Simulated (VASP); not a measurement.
# CsBr (CsCl type) (Pm-3m) in VASP: further runs

The runs below take CsBr (CsCl type) through single point, with PBE.

Program: VASP 6.6.1. These are calculated values, not measurements. Logs are shortened: lines on timing, memory, paths and dates and some standing lists are left out, and cuts for length are marked.

## Step 1: The cell of the first run

It takes space group Pm-3m (No. 221, cubic). Conventional cell: a = 3.233 Å, b = 3.233 Å, c = 3.233 Å, α = 90.00°, β = 90.00°, γ = 90.00°. Cs (site symmetry m-3m) has 8 Br at 2.80 Å and 6 Cs at 3.23 Å within 3.7 Å. Within 3.7 Å of Br (site symmetry m-3m) lie 8 Cs at 2.80 Å and 6 Br at 3.23 Å.

## Step 2: Single point, PBE (volume scaled by 0.4)

Contents of INCAR:

```
SYSTEM = CsBr
  PREC = Accurate
  ENCUT = 500
  EDIFF = 1E-6
  ISMEAR = -1
  SIGMA = 0.1
  LREAL = .FALSE.
  LASPH = .TRUE.
  NELM = 120
  ALGO = Normal
  ISIF = 2
  LWAVE = .FALSE.
  LCHARG = .FALSE.
  GGA = PE
  NBANDS = 15
  GGA_COMPAT = .FALSE.
```

Contents of KPOINTS:

```
regular mesh
0
G
  11 11 11
  0 0 0
```

Contents of POSCAR:

```
CsBr
1.0
    3.2332705498      0.0000000000      0.0000000000
    0.0000000000      3.2332705498      0.0000000000
    0.0000000000      0.0000000000      3.2332705498
Cs Br
1 1
Direct
    0.0000000000      0.0000000000      0.0000000000
    0.5000000000      0.5000000000      0.5000000000
```

Potentials or basis: VASP PAW PBE potentials, release 64 (Cs_sv, Br).

Command:

```
> cat potpaw_PBE.64/Cs_sv/POTCAR potpaw_PBE.64/Br/POTCAR > POTCAR
> mpirun -np 1 vasp_std > vasp.out
```

OUTCAR:

```text
SYSTEM = CsBr
   PREC = Accurate
   ENCUT = 500
   EDIFF = 1E-6
   ISMEAR = -1
   LREAL = .FALSE.
   LASPH = .TRUE.
   NELM = 120
   ISIF = 2
   GGA = PE

 ion  position               nearest neighbor table
   1  0.000  0.000  0.000-   2 2.80   2 2.80   2 2.80   2 2.80   2 2.80   2 2.80   2 2.80   2 2.80

   2  0.500  0.500  0.500-   1 2.80   1 2.80   1 2.80   1 2.80   1 2.80   1 2.80   1 2.80   1 2.80

  LATTYP: Found a simple cubic cell.
 ALAT       =     3.2332705498

  Lattice vectors:

 A1 = (   3.2332705498,   0.0000000000,   0.0000000000)
 A2 = (   0.0000000000,   3.2332705498,   0.0000000000)
 A3 = (   0.0000000000,   0.0000000000,   3.2332705498)

Analysis of symmetry for initial positions (statically):
=====================================================================
 Subroutine PRICEL returns:
 Original cell was already a primitive cell.

 Routine SETGRP: Setting up the symmetry group for a
 simple cubic supercell.

 Subroutine GETGRP returns: Found 48 space group operations
 (whereof 48 operations were pure point group operations)
 out of a pool of 48 trial point group operations.

The static configuration has the point symmetry O_h .

Analysis of symmetry for dynamics (positions and initial velocities):
=====================================================================
 Subroutine PRICEL returns:
 Original cell was already a primitive cell.

 Routine SETGRP: Setting up the symmetry group for a
 simple cubic supercell.

 Subroutine GETGRP returns: Found 48 space group operations
 (whereof 48 operations were pure point group operations)
 out of a pool of 48 trial point group operations.

The dynamic configuration has the point symmetry O_h .

 Subroutine INISYM returns: Found 48 space group operations
 (whereof 48 operations are pure point group operations),
 and found     1 'primitive' translations

----------------------------------------------------------------------------------------

                                     Primitive cell

  volume of cell :      33.8007

  direct lattice vectors                    reciprocal lattice vectors
     3.233270550  0.000000000  0.000000000     0.309284356  0.000000000  0.000000000
     0.000000000  3.233270550  0.000000000     0.000000000  0.309284356  0.000000000
     0.000000000  0.000000000  3.233270550     0.000000000  0.000000000  0.309284356

  length of vectors
     3.233270550  3.233270550  3.233270550     0.309284356  0.309284356  0.309284356

  position of ions in fractional coordinates (direct lattice)
     0.000000000  0.000000000  0.000000000
     0.500000000  0.500000000  0.500000000

  ion indices of the primitive-cell ions
   primitive index   ion index
                 1           1
                 2           2

----------------------------------------------------------------------------------------

 KPOINTS: regular mesh

Automatic generation of k-mesh.
 Grid dimensions read from file:
 generate k-points for:   11   11   11

 Generating k-lattice:

  Cartesian coordinates                     Fractional coordinates (reciprocal lattice)
     0.028116760  0.000000000  0.000000000     0.090909091  0.000000000  0.000000000
     0.000000000  0.028116760  0.000000000     0.000000000  0.090909091  0.000000000
     0.000000000  0.000000000  0.028116760     0.000000000  0.000000000  0.090909091

  Length of vectors
     0.028116760  0.028116760  0.028116760

  Shift w.r.t. Gamma in fractional coordinates (k-lattice)
     0.000000000  0.000000000  0.000000000

 Subroutine IBZKPT returns following result:
 ===========================================

 Found     56 irreducible k-points:

 Following reciprocal coordinates:
            Coordinates               Weight
  0.000000  0.000000  0.000000      1.000000
  0.090909  0.000000  0.000000      6.000000
  0.181818  0.000000  0.000000      6.000000
  0.272727  0.000000  0.000000      6.000000
  0.363636  0.000000  0.000000      6.000000
  0.454545  0.000000  0.000000      6.000000
[... 16 lines left out ...]
  0.181818  0.090909  0.090909     24.000000
  0.272727  0.090909  0.090909     24.000000
 [... further k-points ...]
   k-points           NKPTS =     56   k-points in BZ     NKDIM =     56   number of bands    NBANDS=     15
   number of dos      NEDOS =    301   number of ions     NIONS =      2
   total plane-waves  NPLWV =  13824
   dimension x,y,z NGX =    24 NGY =   24 NGZ =   24
   dimension x,y,z NGXF=    48 NGYF=   48 NGZF=   48
   ions per type =               1   1
   NGX,Y,Z   is equivalent  to a cutoff of  12.34, 12.34, 12.34 a.u.
   NGXF,Y,Z  is equivalent  to a cutoff of  24.68, 24.68, 24.68 a.u.
 SYSTEM =  CsBr
   PREC   = accura    normal or accurate (medium, high low for compatibility)
   ISTART =      0    job   : 0-new  1-cont  2-samecut
   ICHARG =      2    charge: 1-file 2-atom 10-const
   ISPIN  =      1    spin polarized calculation?
   LNONCOLLINEAR =      F non collinear calculations
   LSORBIT =      F    spin-orbit coupling
   LASPH  =      T    aspherical Exc in radial PAW
   ENCUT  =  500.0 eV  36.75 Ry    6.06 a.u.   5.89  5.89  5.89*2*pi/ulx,y,z
   NELM   =    120;   NELMIN=  2; NELMDL= -5     # of ELM steps
   EDIFF  = 0.1E-05   stopping-criterion for ELM
   LREAL  =      F    real-space projection
   EDIFFG = 0.1E-04   stopping-criterion for IOM
   NSW    =      0    number of steps for IOM
   IBRION =     -1    ionic relax: 0-MD 1-quasi-New 2-CG
   NFREE  =      0    steps in history (QN), initial steepest desc. (CG)
   ISIF   =      2    stress and relaxation
   ISYM   =      2    0-nonsym 1-usesym 2-fastsym
   POTIM  = 0.5000    time-step for ionic-motion
   TEBEG  =    0.0;   TEEND  =   0.0 temperature during run
   PSTRESS=    0.0 pullay stress
   NELECT =      16.0000    total number of electrons
   NUPDOWN=      -1.0000    fix difference up-down
   EMIN   =  10.00;   EMAX   =-10.00  energy-range for DOS
   EFERMI =   0.00;   METHOD = LEGACY
   ISMEAR =    -1;   SIGMA  =   0.10  broadening in eV -4-tet -1-fermi 0-gaus
   EFERMI_NEDOS =   21; number of points for ismear=-14 and -15
   IALGO  =     38    algorithm
   IMIX   =      4    mixing-type and parameters
     AMIX     =   0.40;   BMIX     =  1.00
     AMIX_MAG =   1.60;   BMIX_MAG =  1.00
  volume/ion in A,a.u.               =      16.90       114.05
  Fermi-wavevector in a.u.,A,eV,Ry     =   1.275869  2.411043 22.148134  1.627842
  Thomas-Fermi vector in A             =   2.408557
   LORBIT       =      0    0 simple, 1 ext, 2 COOP (PROOUT), +10 PAW based schemes
   GGA     = PE    functional components
   LHFCALC =     F    Hartree Fock is set to
   AEXX    =    0.0000 exact exchange contribution
   IVDW    =     0    specifies the selected vdW correction
   LEPSILON=     F    determine dielectric tensor
   LRPA    =     F    only Hartree local field effects (RPA)
 non-spin polarized calculation
  energy-cutoff  :      500.00
  volume of cell :       33.80
 maximum number of plane-waves:       876
 NGX is ok and might be reduce to    24
   NGX = 11   NGY = 11   NGZ = 11

 number of electron      16.0000000 magnetization

 Free energy of the ion-electron system (eV)
  ---------------------------------------------------
  ext. energy  EPLUGINS =         0.00000000
  ---------------------------------------------------
  free energy    TOTEN  =         1.31293508 eV

  energy without entropy =        1.31447384  energy(sigma->0) =        1.31370446

 E-fermi :   8.9934     XC(G=0): -12.3894

 val. band max:        8.8413607991   @ k =   0.0000   0.0000   0.0000
 cond. band min:       9.0704885393   @ k =   0.0000   0.0000   0.0000
 fundamental gap:      0.2291277402
 Fermi energy:         8.9933851665

 k-point     1 :       0.0000    0.0000    0.0000
  band No.  band energies     occupation
      1     -14.8354      2.00000
      2      -6.0368      2.00000
      3       0.3104      2.00000
      4       0.3104      2.00000
      5       0.3104      2.00000
      6       8.8414      1.64115
      7       8.8414      1.64115
      8       8.8414      1.64115
      9       9.0705      0.63251
     10       9.0705      0.63251
     11      18.5145      0.00000
     12      18.5145      0.00000
     13      18.5145      0.00000
     14      19.2770      0.00000
     15      22.2870      0.00000

 k-point     2 :       0.0909    0.0000    0.0000
  band No.  band energies     occupation
      1     -14.7497      2.00000
      2      -6.2407      2.00000
      3       0.2145      2.00000
      4       0.4012      2.00000
      5       0.4012      2.00000
      6       8.3470      1.99689
      7       8.6017      1.96096
      8       8.6017      1.96096
      9       9.1810      0.26566
     10       9.7517      0.00102
     11      18.4367      0.00000
     12      18.4367      0.00000
     13      18.6204      0.00000
     14      19.7219      0.00000
     15      20.6347      0.00000

 k-point     3 :       0.1818    0.0000    0.0000
  band No.  band energies     occupation
      1     -14.5014      2.00000
      2      -6.8190      2.00000
      3       0.1116      2.00000
      4       0.6664      2.00000
      5       0.6664      2.00000
      6       7.2506      2.00000
      7       7.9516      1.99994
      8       7.9516      1.99994
      9       9.5103      0.01132
     10      11.4431      0.00000
     11      18.4110      0.00000
     12      18.4110      0.00000
     13      18.5639      0.00000
     14      18.9364      0.00000
     15      20.5946      0.00000
[... 343 lines left out ...]
 k-point    23 :       0.1818    0.0909    0.0909
  band No.  band energies     occupation
      1     -14.3370      2.00000
      2      -6.9546      2.00000
      3      -0.6370      2.00000
      4       0.1680      2.00000
      5       1.7716      2.00000
      6       6.1600      2.00000
      7       7.6942      2.00000
      8       8.2737      1.99850
      9      10.4946      0.00000
     10      11.8052      0.00000
     11      16.8536      0.00000
     12      17.3739      0.00000
     13      19.6689      0.00000
     14      20.1861      0.00000
     15      22.3273      0.00000

 k-point    24 :       0.2727    0.0909    0.0909
  band No.  band energies     occupation
      1     -13.9669      2.00000
      2      -7.6184      2.00000
      3      -0.7704      2.00000
      4       0.5950      2.00000
      5       1.9970      2.00000
      6       5.2262      2.00000
      7       6.7181      2.00000
      8       7.8224      1.99998
      9      11.0005      0.00000
     10      14.0661      0.00000
     11      16.4080      0.00000
     12      16.7620      0.00000
     13      19.4402      0.00000
     14      20.1630      0.00000
     15      21.3387      0.00000

 [... further k-points ...]
[... 5 lines left out ...]
  --------------------------------------------------------------------------------------
  -------------------------------------------------------------------------------------
  Total       23.6458668     23.6458668     23.6458668     -0.0000000     -0.0000000     -0.0000000
  in kB     1120.8298317   1120.8298317   1120.8298317     -0.0000000     -0.0000000     -0.0000000
  external PRESSURE =    1120.8298317 kB  Pullay stress =       0.0000000 kB

 VOLUME and BASIS-vectors are now :
 -----------------------------------------------------------------------------
  energy-cutoff  :      500.00
  volume of cell :       33.80
      direct lattice vectors                 reciprocal lattice vectors
     3.233270550  0.000000000  0.000000000     0.309284356  0.000000000  0.000000000
     0.000000000  3.233270550  0.000000000     0.000000000  0.309284356  0.000000000
     0.000000000  0.000000000  3.233270550     0.000000000  0.000000000  0.309284356

 POSITION                                       TOTAL-FORCE (eV/Angst)
 -----------------------------------------------------------------------------------
      0.00000      0.00000      0.00000         0.000000      0.000000      0.000000
      1.61664      1.61664      1.61664         0.000000      0.000000      0.000000
 -----------------------------------------------------------------------------------
    total drift:                                0.000000     -0.000000     -0.000000

  FREE ENERGIE OF THE ION-ELECTRON SYSTEM (eV)
  ---------------------------------------------------
  free  energy   TOTEN  =         1.3129350758 eV

  energy  without entropy=        1.3144738426  energy(sigma->0) =        1.31370446
```

Run time: 21 s. Hardware: 1 thread of AMD EPYC 7R43 (Zen 3), shared host; peak memory 0.12 GiB.

What came out:

```
Free energy            : 1.3129 eV
Pressure               : 112.1 GPa
Band gap on the k mesh : 0.23 eV, direct
```

Caveat: spin-orbit coupling is left out, which moves the levels of the heavy elements. A k mesh can miss the band edges.

(Part 1 of 2 ends here.)
